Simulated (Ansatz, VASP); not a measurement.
SnSe2: VASP beside Ansatz

```
Sn Se
1.0
     3.04398    0.00000    0.00000
     0.00000    3.04398    0.00000
     0.00000    0.00000    8.27334
Sn Se
1 2
Cartesian
  0.0000 0.0000 0.0000
  0.0000 0.0000 5.4326
  0.0000 0.0000 2.8407
```

Alike in both runs: task relaxation of cell and atoms; functional PBE; k mesh 16 × 16 × 6; occupations gaussian, width 0.1 eV; no spin polarisation.

|  | VASP | Ansatz |
| --- | --- | --- |
| version | VASP 6.6.1 | Ansatz 0.2.0 |
| potentials or method | VASP PAW PBE potentials, release 64 (Sn_d, Se), cutoff 600 eV | scalar-relativistic, plane waves, PAW |
| valence electrons in the cell | 26 | 46 |

Ansatz gave:

```
gap on the k mesh at the Fermi level, each at its own relaxed structure (eV) : none
relaxed volume (Å³/atom)                                                     : 26.40
relaxed cell length with the largest relative difference (Å)                 : 9.470
```

Task: Estimate VASP's values.

Result: gap on the k mesh at the Fermi level, each at its own relaxed structure (eV): none; relaxed volume (Å³/atom): 26.30; relaxed cell length with the largest relative difference (Å): 9.436.

A gap of «none» marks a metal or a gap that the smearing closes. VASP's potentials hold 26 valence electrons a cell and Ansatz's 46, so a difference there can come from the potentials and not from the codes.
